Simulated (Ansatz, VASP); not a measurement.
# Sr3Br2: VASP beside Ansatz

```
Sr Br
1.0
     4.84853    0.00000    0.00000
    -2.42427    4.19895    0.00000
     0.00000    0.00000    7.54353
Sr Br
3 2
Direct
  0.00000 0.00000 0.00000
  0.33333 0.66667 0.64500
  0.66667 0.33333 0.35500
  0.33333 0.66667 0.24500
  0.66667 0.33333 0.75500
```

Alike in both runs: task relaxation of cell and atoms; functional PBE; k mesh 6 × 6 × 2; occupations gaussian, width 0.1 eV; no spin polarisation.

```csv
,VASP,Ansatz
version,VASP 6.6.1,Ansatz 0.2.0
potentials or method,"VASP PAW PBE potentials, release 64 (Sr_sv, Br), cutoff 600 eV","scalar-relativistic, plane waves, PAW"
valence electrons in the cell,44,44
```

```csv
,VASP,Ansatz,Ansatz less VASP
"gap on the k mesh at the Fermi level, each at its own relaxed structure (eV)",none,none,-
relaxed volume (Å³/atom),39.06,50.18,+11.127
relaxed cell length with the largest relative difference (Å),12.706,14.552,+1.8461
```

A gap of «none» marks a metal or a gap that the smearing closes. One of these differences is far larger than is usual between the two programs; its cause wasn't traced.

The k mesh is coarse, so the values compare programs but aren't converged. Noted on VASP's run: the volume moved by over 15 % at a fixed basis, so the end points are rough.
